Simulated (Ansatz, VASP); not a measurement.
# Nb in VASP and in Ansatz

```
CELL_PARAMETERS angstrom
-1.63530 1.63530 1.63530
1.63530 -1.63530 1.63530
1.63530 1.63530 -1.63530
ATOMIC_POSITIONS crystal
Nb 0.00000 0.00000 0.00000
```

Alike in both runs: functional PBEsol; k mesh 13 × 13 × 13; occupations fermi-dirac, width 0.1 eV; no spin polarisation.

Ansatz relaxed the structure, and its values are those at the end. VASP's run is a single point on that final structure, the one shown.

|  | VASP | Ansatz |
| --- | --- | --- |
| version | VASP 6.6.1 | Ansatz 0.2.0 |
| potentials or method | VASP PAW PBE potentials, release 64 (Nb_sv), cutoff 520 eV | plane waves (420 eV) with PAW, scalar-relativistic |
| valence electrons in the cell | 13 | 13 |

```csv
,VASP,Ansatz,Ansatz less VASP
pressure (GPa),-0.3,0.0,+0.31
```

VASP's potentials were made for PBE, not for PBEsol, and Ansatz warns of the same on its side. With one functional, cell and mesh, what is left measures potentials, basis and numerics.
